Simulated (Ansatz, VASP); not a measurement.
## Two plane-wave programs on BaO

File INCAR:

```
SYSTEM = BaO
PREC     = Accurate       ! precision mode
ENCUT    = 600            ! plane-wave cutoff, eV
EDIFF    = 1E-6           ! SCF threshold, eV
ISMEAR   = 0              ! smearing method
SIGMA    = 0.01           ! smearing width, eV
LREAL    = .FALSE.        ! projectors in reciprocal space
LASPH    = .TRUE.         ! aspherical terms in the spheres
NELM     = 200            ! most SCF steps
ALGO     = Normal         ! electronic algorithm
ISIF     = 2              ! what is computed and relaxed
LWAVE    = .FALSE.        ! write WAVECAR
LCHARG   = .FALSE.        ! write CHGCAR
MAGMOM   = 0 0 0 0 0 0    ! initial moments
LORBIT   = 11             ! projections on sites
LSORBIT  = .TRUE.         ! spin-orbit coupling
GGA_COMPAT= .FALSE.      
LORBMOM  = .TRUE.       
GGA      = PE             ! functional
NBANDS   = 28             ! bands
```

KPOINTS

```
regular mesh
0
G
  8 8 8
  0 0 0
```

The input POSCAR:

```
BaO
1.0
    0.0000000000      2.7719426840      2.7719426840
    2.7719426840      0.0000000000      2.7719426840
    2.7719426840      2.7719426840      0.0000000000
Ba O
1 1
Direct
    0.0000000000      0.0000000000      0.0000000000
    0.5000000000      0.5000000000      0.5000000000
```

Input for Ansatz:

```yaml
crystal:
  lattice:
    - [0.0, 2.771942684, 2.771942684]
    - [2.771942684, 0.0, 2.771942684]
    - [2.771942684, 2.771942684, 0.0]
  atoms:
    - { symbol: Ba, position: [0.0, 0.0, 0.0] }
    - { symbol: O, position: [0.5, 0.5, 0.5] }
kpoints:
  mp_grid: { grid: [8, 8, 8] }
hamiltonian:
  xc: pbe
scf:
  occupations: { method: fixed }
magnetization:
  noncollinear: true
  spin_orbit: true
output:
  optics: { e_range: [0, 14], de: 0.05, sigma: 0.1, bands: auto }
```

Alike in both runs: task single point; functional PBE; k mesh 8 × 8 × 8; non-collinear spin, spin-orbit coupling.

|  | VASP | Ansatz |
| --- | --- | --- |
| version | VASP 6.6.1 | Ansatz 0.2.0 |
| potentials or method | VASP PAW PBE potentials, release 64 (Ba_sv, O) | plane waves, PAW |
| plane-wave cutoff (eV) | 600 | 420 |
| occupations | gaussian, width 0.01 eV | fixed |
| valence electrons in the cell | 16 | 16 |

```tsv
	VASP	Ansatz	Ansatz less VASP
net moment per atom (μB)	0.00	0.00	0.000
```

Ansatz's warnings: optics gap not shown off mesh.
